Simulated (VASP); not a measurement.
Input of a VASP 6.6.1 run:

Contents of INCAR:

```
SYSTEM = Pb
PREC     = Accurate       ! precision mode
ENCUT    = 520            ! plane-wave cutoff, eV
EDIFF    = 1E-6           ! SCF threshold, eV
ISMEAR   = -1             ! smearing method
SIGMA    = 0.05           ! smearing width, eV
LREAL    = .FALSE.        ! projectors in reciprocal space
LASPH    = .TRUE.         ! aspherical terms in the spheres
NELM     = 80             ! most SCF steps
ALGO     = Normal         ! electronic algorithm
ISIF     = 2              ! what is computed and relaxed
LWAVE    = .FALSE.        ! write WAVECAR
LCHARG   = .FALSE.        ! write CHGCAR
GGA      = PE             ! functional
IVDW     = 12             ! dispersion correction
NBANDS   = 21             ! bands
```

Contents of KPOINTS:

```
Automatic mesh
0
G
  7 7 7
  0 0 0
```

File POSCAR:

```
Pb
1.0
    0.0000000000      3.4824092919      3.4824092919
    3.4824092919      0.0000000000      3.4824092919
    3.4824092919      3.4824092919      0.0000000000
Pb
2
Direct
    0.2500000000      0.2500000000      0.2500000000
    0.0000000000      0.0000000000      0.0000000000
```

Potentials or basis: VASP PAW PBE potentials, release 64 (Pb_d).

Command:

```bash
$ cat potpaw_PBE.64/Pb_d/POTCAR > POTCAR
$ mpirun -np 1 vasp_std > vasp.out
```

(1) Predict the pressure.

(2) Predict the band gap on the k mesh.

Results:

(1) -0.1 GPa.

(2) zero (band 14 reaches 4.39 eV, above the bottom of band 15 at 3.34 eV).

Caveat: spin-orbit coupling is left out, which moves the levels of the heavy elements; pairwise dispersion overbinds metals, which lowers pressure and volume.
